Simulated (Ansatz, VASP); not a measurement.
AlN in VASP and in Ansatz

```
Al N
1.0
     0.00000    1.92036    1.92036
     1.92036    0.00000    1.92036
     1.92036    1.92036    0.00000
Al N
1 1
Direct
  0.50000 0.50000 0.50000
  0.00000 0.00000 0.00000
```

Alike in both runs: task single point; functional PBE; k mesh 10 × 10 × 10; occupations gaussian, width 0.05 eV; no spin polarisation.

```csv
,VASP,Ansatz
version,VASP 6.6.1,Ansatz 0.2.0
potentials or method,"VASP PAW PBE potentials, release 64 (Al, N), cutoff 520 eV","scalar-relativistic, plane waves, PAW"
valence electrons in the cell,8,8
```

|  | VASP | Ansatz | Ansatz less VASP |
| --- | --- | --- | --- |
| gap on the k mesh at the Fermi level (eV) | 4.99 | 4.98 | -0.009 |
| least direct gap on the mesh (eV) | 8.08 | 8.06 | -0.029 |

With one functional, cell and mesh, what is left measures potentials, basis and numerics.
